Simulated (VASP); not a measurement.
Crystal: AlGa3P4.

```
CELL_PARAMETERS angstrom
3.76872 0.00000 0.00000
0.00000 3.76872 0.00000
0.00000 0.00000 10.65956
ATOMIC_POSITIONS crystal
Al 0.00000 0.00000 0.00000
Ga 0.50000 0.50000 0.25000
Ga 0.00000 0.00000 0.50000
Ga 0.50000 0.50000 0.75000
P 0.50000 0.00000 0.12500
P 0.00000 0.50000 0.37500
P 0.50000 0.00000 0.62500
P 0.00000 0.50000 0.87500
```

```yaml
Program: VASP 6.6.1
Task: relaxation of cell and atoms
Functional: PBE
Potentials_or_basis: VASP PAW PBE potentials, release 64 (Al, Ga_d, P)
Cutoff: 600 eV
k_mesh: 4 × 4 × 2
Occupations: gaussian, width 0.1 eV
Spin: no spin polarisation
```

At the start: pressure 9.6 GPa; volume 18.93 Å³/atom.

Question: How do energy, volume and symmetry change on relaxing?

Answer: Over 5 steps the energy falls by 54.6 meV/atom and the volume is 20.86 Å³/atom (+10.2 %); space group P-4m2 (No. 115, to 0.1 Å) before and after.

Step by step:
```
step  energy change (eV)  largest force (eV/Å)  pressure (GPa)  volume (Å³)
   1              0.0000                0.0713            9.63       151.40
   2             -0.2914                0.0703           -4.15       177.71
   3             -0.4355                0.0648           -0.04       167.21
   4             -0.4353                0.0650            0.13       166.89
   5             -0.4368                0.0270            0.13       166.88
```

Final structure:
```xyz
8
Lattice="3.9022 0.0000 0.0000 0.0000 3.9022 0.0000 0.0000 0.0000 10.9588" Properties=species:S:1:pos:R:3 pbc="T T T"
Al    3.9022    3.9022   10.9588
Ga    1.9511    1.9511    2.7416
Ga    0.0000    3.9022    5.4794
Ga    1.9511    1.9511    8.2172
P     1.9511    3.9022    1.3648
P     3.9022    1.9511    4.1105
P     1.9511    3.9022    6.8483
P     3.9022    1.9511    9.5940
```
